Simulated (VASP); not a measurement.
The system is Sb.

```xyz
2
Lattice="3.3092 0.0000 0.0000 -1.6546 2.8658 0.0000 0.0000 0.0000 5.3962" Properties=species:S:1:pos:R:3 pbc="T T T"
Sb    1.6546    0.9553    4.0472
Sb    0.0000    1.9106    1.3491
```

Base run:

| Item | Value |
| --- | --- |
| Program | VASP 6.6.1 |
| Functional | r2SCAN |
| Potentials or basis | VASP PAW PBE potentials, release 64 (Sb) |
| Cutoff | 520 eV |
| k mesh | 9 × 9 × 5 |
| Occupations | fermi-dirac, width 0.05 eV |
| Spin | no spin polarisation |

Its results: band gap on the k mesh zero (band 5 reaches 13.78 eV, above the bottom of band 6 at 6.06 eV); pressure 3.5 GPa.

Q: The run is repeated on the same cell with these changes: functional from r2SCAN to LDA; potentials or basis from VASP PAW PBE potentials, release 64 (Sb) to VASP PAW LDA potentials, release 64 (Sb). What comes out?

A: Band gap on the k mesh zero (band 5 reaches 13.41 eV, above the bottom of band 6 at 6.20 eV); pressure -0.1 GPa.

Caveats: spin-orbit coupling is left out, which moves the levels of the heavy elements; the PAW data sets were made with another functional, which shifts forces and pressure a little (some runs).
